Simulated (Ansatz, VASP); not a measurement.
**Two plane-wave programs on Zr**

```
CELL_PARAMETERS angstrom
0.00000 2.19089 2.19089
2.19089 0.00000 2.19089
2.19089 2.19089 0.00000
ATOMIC_POSITIONS crystal
Zr 0.00000 0.00000 0.00000
```

Alike in both runs: task single point; functional PBE; k mesh 16 × 16 × 16; occupations gaussian, width 0.1 eV; no spin polarisation.

|  | VASP | Ansatz |
| --- | --- | --- |
| version | VASP 6.6.1 | Ansatz 0.2.0 |
| potentials or method | VASP PAW PBE potentials, release 64 (Zr_sv), cutoff 520 eV | scalar-relativistic, plane waves, PAW |
| valence electrons in the cell | 12 | 12 |

```tsv
	VASP	Ansatz	Ansatz less VASP
gap on the k mesh at the Fermi level (eV)	none	none	-
pressure (GPa)	10.4	10.3	-0.03
```

A gap of «none» marks a metal or a gap that the smearing closes.
